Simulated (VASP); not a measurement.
A run of VASP 6.6.1:

Contents of INCAR:

```
  PREC = Accurate
  ENCUT = 500
  EDIFF = 1E-6
  ISMEAR = -1
  SIGMA = 0.1
  LREAL = F
  LASPH = T
  NELM = 120
  ALGO = Normal
  ISIF = 2
  LWAVE = F
  LCHARG = F
  GGA = CA
  NBANDS = 20
  GGA_COMPAT = F
```

File KPOINTS:

```
Automatic mesh
0
Gamma
  5 5 2
```

POSCAR

```
MoS2
1.0
    3.2274600000      0.0000000000      0.0000000000
   -1.6137300000      2.7950700000      0.0000000000
    0.0000000000      0.0000000000      6.3124700000
Mo S
1 2
Direct
    0.0000000000      0.0000000000      0.5000000000
    0.3333333333      0.6666666667      0.2553200000
    0.6666666667      0.3333333333      0.7446800000
```

Potentials or basis: VASP PAW LDA potentials, release 64 (Mo_sv, S).

Command:

```sh
$ cat potpaw_LDA.64/Mo_sv/POTCAR potpaw_LDA.64/S/POTCAR > POTCAR
$ mpirun -np 1 vasp_std > vasp.out
```

Hardware: 1 thread of Intel(R) Xeon(R) Platinum 8488C (Sapphire Rapids), on a shared host.

Problem. How long does it take, and how much memory?

Solution. It took 8.2 s on 1 thread of Intel(R) Xeon(R) Platinum 8488C (Sapphire Rapids), with other jobs on the host, peak memory 0.14 GiB. Counts: scf iterations 14, k points 10.
